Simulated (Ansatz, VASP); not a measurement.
# CoO: VASP beside Ansatz

Contents of INCAR:

```
SYSTEM = CoO
ALGO = Normal
EDIFF = 1E-7
ENCUT = 520
GGA = PS
ISIF = 2
ISMEAR = 0
ISPIN = 2
LASPH = .True.
LCHARG = .False.
LMAXMIX = 4
LORBIT = 11
LREAL = .False.
LWAVE = .False.
MAGMOM = 2.64 0.33
NBANDS = 18
NELM = 150
PREC = Accurate
SIGMA = 0.1
```

Contents of KPOINTS:

```
k-points
0
Gamma
  18 18 18
  0 0 0
```

File POSCAR:

```
CoO
1.0
    1.5054695445      0.8691832468      2.4399269062
   -1.5054695445      0.8691832468      2.4399269062
    0.0000000000     -1.7383664936      2.4399269062
Co O
1 1
Direct
    0.0000000000      0.0000000000      0.0000000000
    0.5000000000      0.5000000000      0.5000000000
```

Input for Ansatz:

```yaml
crystal:
  lattice:
    - [1.5054695445, 0.8691832468, 2.4399269062]
    - [-1.5054695445, 0.8691832468, 2.4399269062]
    - [0.0, -1.7383664936, 2.4399269062]
  atoms:
    - { symbol: Co, position: [0.0, 0.0, 0.0], spin: 2.64 }
    - { symbol: O, position: [0.5, 0.5, 0.5], spin: 0.33 }
basis:
  ecutwfc: 420
kpoints:
  mp_grid: { grid: [18, 18, 18] }
hamiltonian:
  xc: pbesol
scf:
  occupations: { method: gaussian, width: 0.1 }
output:
  forces: true
  stress: true
  eigenvalues: true
  populations: true
  write_density: true
  write_potential: true
  elf: true
  volumetric_format: npy
magnetization:
  spin_polarized: true
```

Alike in both runs: task single point; functional PBEsol; k mesh 18 × 18 × 18; occupations gaussian, width 0.1 eV; collinear spin.

```csv
,VASP,Ansatz
version,VASP 6.6.1,Ansatz 0.2.0
potentials or method,"VASP PAW PBE potentials, release 64 (Co, O), cutoff 520 eV","scalar-relativistic, plane waves, PAW"
valence electrons in the cell,15,23
```

|  | VASP | Ansatz | Ansatz less VASP |
| --- | --- | --- | --- |
| gap on the k mesh at the Fermi level (eV) | none | none | - |
| pressure (GPa) | -9.6 | -9.0 | +0.56 |
| traceless stress, the component that is largest in VASP (GPa) | -0.25 | -0.28 | -0.030 |
| net moment per atom (μB) | 1.47 | 1.48 | +0.013 |
| size of the moment on the site where the two differ most (μB) | 2.56 | 2.50 | -0.063 |

VASP's potentials were made for PBE, not for PBEsol. Site moments also hang on the region over which each program counts them. A gap of «none» marks a metal or a gap that the smearing closes. The functional is the same, so the differences come from potentials, cutoffs and numerics. VASP's potentials hold 15 valence electrons a cell and Ansatz's 23, so a difference there can come from the potentials and not from the codes.
